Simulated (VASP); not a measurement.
# MnPt2 (P-3m1) in VASP: a series of runs, part 2 of 2

VASP 6.6.1. The steps go on from the part before.

## (6) Single point, LDA, collinear spin, ferromagnetic start (volume scaled by 0.96)

Input file INCAR:

```
SYSTEM = MnPt2
ALGO = Fast
EDIFF = 1E-7
ENCUT = 520
ISIF = 2
ISMEAR = -1
ISPIN = 2
LASPH = .TRUE.
LCHARG = .FALSE.
LMAXMIX = 4
LORBIT = 11
LREAL = .FALSE.
LWAVE = .FALSE.
MAGMOM = 0 0 4
NBANDS = 28
NELM = 150
PREC = Accurate
SIGMA = 0.05
```

Input file KPOINTS:

```
k-points
0
G
  11 11 4
  0 0 0
```

Input file POSCAR:

```
MnPt2
1.0
    2.8197726289      0.0000000000      0.0000000000
   -1.4098863145      2.4419947296      0.0000000000
    0.0000000000      0.0000000000      6.4442160962
Pt Mn
2 1
Direct
    0.6666666667      0.3333333333      0.3162060000
    0.3333333333      0.6666666667      0.6837940000
    0.0000000000      0.0000000000      0.0000000000
```

Potentials or basis: VASP PAW LDA potentials, release 64 (Pt, Mn_pv).

Run with:

```
> cat potpaw_LDA.64/Pt/POTCAR potpaw_LDA.64/Mn_pv/POTCAR > POTCAR
> mpirun -np 1 vasp_std > vasp.out
```

OUTCAR:

```text
SYSTEM = MnPt2
   EDIFF = 1E-7
   ENCUT = 520
   ISIF = 2
   ISMEAR = -1
   ISPIN = 2
   LASPH = .TRUE.
   LORBIT = 11
   LREAL = .FALSE.
   NELM = 150
   PREC = Accurate

 ion  position               nearest neighbor table
   1  0.667  0.333  0.316-   3 2.61   3 2.61   3 2.61   2 2.87   2 2.87   2 2.87
   2  0.333  0.667  0.684-   3 2.61   3 2.61   3 2.61   1 2.87   1 2.87   1 2.87
   3  0.000  0.000  0.000-   1 2.61   2 2.61   1 2.61   2 2.61   1 2.61   2 2.61

  LATTYP: Found a hexagonal cell.
 ALAT       =     2.8197726289
 C/A-ratio  =     2.2853672775

  Lattice vectors:

 A1 = (   2.8197726289,   0.0000000000,   0.0000000000)
 A2 = (  -1.4098863145,   2.4419947296,   0.0000000000)
[... 1710 lines left out ...]
      direct lattice vectors                 reciprocal lattice vectors
     2.819772629  0.000000000  0.000000000     0.354638523  0.204750647  0.000000000
    -1.409886315  2.441994730  0.000000000     0.000000000  0.409501293  0.000000000
     0.000000000  0.000000000  6.444216096     0.000000000  0.000000000  0.155177912

 POSITION                                       TOTAL-FORCE (eV/Angst)
 -----------------------------------------------------------------------------------
      1.40989      0.81400      2.03770        -0.000000      0.000000     -0.031698
     -0.00000      1.62800      4.40652         0.000000      0.000000      0.031698
      0.00000      0.00000      0.00000        -0.000000      0.000000      0.000000
 -----------------------------------------------------------------------------------
    total drift:                               -0.000000     -0.000000     -0.000000

  FREE ENERGIE OF THE ION-ELECTRON SYSTEM (eV)
  ---------------------------------------------------
  free  energy   TOTEN  =       -25.1059781311 eV

  energy  without entropy=      -25.0754309838  energy(sigma->0) =      -25.09070456

 total charge

# of ion       s       p       d       tot
------------------------------------------
    1        0.670   0.574   8.058   9.302
    2        0.670   0.574   8.058   9.302
    3        0.332   6.282   5.026  11.640
--------------------------------------------------
tot          1.673   7.430  21.142  30.245

 magnetization (x)

# of ion       s       p       d       tot
------------------------------------------
    1       -0.012   0.007   0.229   0.224
    2       -0.012   0.007   0.229   0.224
    3        0.009   0.020   3.258   3.286
--------------------------------------------------
tot         -0.016   0.034   3.716   3.734
```

OSZICAR:

```text
N       E                     dE             d eps       ncg     rms          rms(c)
DAV:   1     0.280032941947E+03    0.28003E+03   -0.16879E+04  6504   0.128E+03
DAV:   2    -0.143779257847E+02   -0.29441E+03   -0.27383E+03  6592   0.349E+02
DAV:   3    -0.268018010070E+02   -0.12424E+02   -0.12085E+02  7332   0.783E+01
DAV:   4    -0.269416626379E+02   -0.13986E+00   -0.13975E+00  7316   0.816E+00
[... 10 lines left out ...]
RMM:  15    -0.251059692694E+02    0.53562E-05   -0.16472E-04  7579   0.984E-02    0.593E-02
RMM:  16    -0.251059779440E+02   -0.86746E-05   -0.25964E-05  7752   0.366E-02    0.170E-02
RMM:  17    -0.251059778903E+02    0.53674E-07   -0.48260E-06  7835   0.150E-02    0.896E-03
RMM:  18    -0.251059781153E+02   -0.22497E-06   -0.10679E-06  7970   0.714E-03    0.388E-03
RMM:  19    -0.251059781311E+02   -0.15787E-07   -0.23330E-07  5812   0.310E-03
   1 F= -.25105978E+02 E0= -.25090705E+02  d E =-.305471E-01  mag=     3.8975
```

Wall time 2.3 min (1 thread of Intel Xeon Platinum 8375C at 2.90GHz (Ice Lake), shared host); peak memory 0.23 GiB.

What came out:

```
Free energy                                           : -25.1060 eV
Pressure                                              : -10.1 GPa
Largest force                                         : 0.032 eV/Å
Net moment                                            : 3.90 μB per cell
Site moments                                          : Pt +0.22; Mn +3.29 μB
Valence electrons inside the program's atomic spheres : Pt 9.30; Mn 11.64
```

Forces in eV/Å, atoms in the order of the input:
```
Pt   0.000  0.000 -0.032
Pt   0.000  0.000  0.032
Mn   0.000  0.000  0.000
```

Caveat: spin-orbit coupling is left out, which moves the levels of the heavy elements.

## (7) Summary

```csv
level,potentials or basis,fixed moment (μB),cell,k mesh,gap on the mesh (eV),pressure (GPa),moment (μB),largest force (eV/Å)
PBE,"VASP PAW PBE potentials, release 64 (Pt, Mn_pv)",3.0,"a = 2.858, b = 2.858, c = 6.533 Å, angles 90.0, 90.0, 120.0°, 3 atoms",9 × 9 × 4,-,-6.5,3.00,0.04
PBE,"VASP PAW PBE potentials, release 64 (Pt, Mn_pv)",4.0,"a = 2.858, b = 2.858, c = 6.533 Å, angles 90.0, 90.0, 120.0°, 3 atoms",9 × 9 × 4,-,-2.7,4.00,0.06
PBE,"VASP PAW PBE potentials, release 64 (Pt, Mn_pv)",5.0,"a = 2.858, b = 2.858, c = 6.533 Å, angles 90.0, 90.0, 120.0°, 3 atoms",9 × 9 × 4,-,0.8,5.00,0.07
LDA,"VASP PAW LDA potentials, release 64 (Pt, Mn_pv)",-,"a = 2.800, b = 2.800, c = 6.399 Å, angles 90.0, 90.0, 120.0°, 3 atoms",11 × 11 × 4,none,-6.8,3.69,0.01
LDA,"VASP PAW LDA potentials, release 64 (Pt, Mn_pv)",-,"a = 2.820, b = 2.820, c = 6.444 Å, angles 90.0, 90.0, 120.0°, 3 atoms",11 × 11 × 4,none,-10.1,3.90,0.03
```

Alike in all rows: task single point; spin collinear, ferromagnetic start; cutoff (eV) 520; smearing fermi-dirac 0.05 eV.

Caveats: spin-orbit coupling is left out, which moves the levels of the heavy elements; the total moment is fixed, so each spin has its own Fermi level (some runs).

Absolute energies hang on the potentials; compare differences alone.
